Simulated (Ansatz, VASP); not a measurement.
**MgO in VASP and in Ansatz**

```
Mg O
1.0
     0.00000    2.10223    2.10223
     2.10223    0.00000    2.10223
     2.10223    2.10223    0.00000
Mg O
1 1
Cartesian
  0.0000 0.0000 0.0000
  2.1022 2.1022 2.1022
```

Alike in both runs: functional r2SCAN; k mesh 10 × 10 × 10; occupations gaussian, width 0.02 eV; no spin polarisation.

Ansatz relaxed the structure, and its values are those at the end. VASP's run is a single point on that final structure, the one shown.

```csv
,VASP,Ansatz
version,VASP 6.6.1,Ansatz 0.2.0
potentials or method,"VASP PAW PBE potentials, release 64 (Mg, O), cutoff 520 eV","scalar-relativistic, plane waves, PAW"
valence electrons in the cell,8,16
```

|  | VASP | Ansatz | Ansatz less VASP |
| --- | --- | --- | --- |
| gap on the k mesh at the Fermi level (eV) | 5.66 | 5.68 | +0.025 |
| least direct gap on the mesh (eV) | 5.66 | 5.68 | +0.025 |
| pressure (GPa) | -1.2 | 0.0 | +1.15 |

VASP's potentials were made for PBE, not for r2SCAN. The functional is the same, so the differences come from potentials, cutoffs and numerics. VASP's potentials hold 8 valence electrons a cell and Ansatz's 16, so a difference there can come from the potentials and not from the codes.
